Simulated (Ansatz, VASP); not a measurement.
## Two plane-wave programs on Be4Se3

```xyz
7
Lattice="4.9536 0.0000 0.0000 0.0000 4.9536 0.0000 0.0000 0.0000 4.9536" Properties=species:S:1:pos:R:3 pbc="T T T"
Be    3.8015    3.8015    1.1521
Be    3.8015    1.1521    3.8015
Be    1.1521    1.1521    1.1521
Be    1.1521    3.8015    3.8015
Se    2.4768    0.0000    2.4768
Se    0.0000    2.4768    2.4768
Se    2.4768    2.4768    0.0000
```

Change from the starting cell: built by hand: ordered anion-vacancy zincblende (P-43m, No. 215).

Alike in both runs: functional PBE; k mesh 4 × 4 × 4; occupations gaussian, width 0.2 eV; no spin polarisation.

Ansatz relaxed the structure, and its values are those at the end. VASP's run is a single point on that final structure, the one shown.

|  | VASP | Ansatz |
| --- | --- | --- |
| version | VASP 6.6.1 | Ansatz 0.2.0 |
| potentials or method | VASP PAW PBE potentials, release 64 (Be, Se), cutoff 520 eV | scalar-relativistic, plane waves, PAW |
| valence electrons in the cell | 26 | 56 |

VASP gave:

- gap on the k mesh at the Fermi level (eV): 0.94
- least direct gap on the mesh (eV): 0.94
- pressure (GPa): 0.1
- rms of the force components (eV/Å): 0.012

Q: What did Ansatz give for the same quantities?

A: gap on the k mesh at the Fermi level (eV): 0.94; least direct gap on the mesh (eV): 0.94; pressure (GPa): -0.1; rms of the force components (eV/Å): 0.004.

VASP's potentials hold 26 valence electrons a cell and Ansatz's 56, so a difference there can come from the potentials and not from the codes.
